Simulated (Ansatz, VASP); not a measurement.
# Zn: VASP beside Ansatz

```
Zn
1.0
     2.65564    0.00000    0.00000
    -1.32782    2.29985    0.00000
     0.00000    0.00000    4.96246
Zn
2
Direct
  0.33333 0.66667 0.25000
  0.66667 0.33333 0.75000
```

Alike in both runs: task single point; functional PBE; k mesh 14 × 14 × 7; occupations fermi-dirac, width 0.1 eV; no spin polarisation.

|  | VASP | Ansatz |
| --- | --- | --- |
| version | VASP 6.6.1 | Ansatz 0.2.0 |
| potentials or method | VASP PAW PBE potentials, release 64 (Zn), cutoff 520 eV | plane waves (500 eV) with PAW, scalar-relativistic |
| valence electrons in the cell | 24 | 24 |

Ansatz gave:

| Quantity | Value |
| --- | --- |
| pressure (GPa) | 0.1 |
| traceless stress, the component that is largest in VASP (GPa) | -0.48 |

Problem. Which values does VASP return?

Solution. Pressure (GPa): 0.5; traceless stress, the component that is largest in VASP (GPa): -0.63.
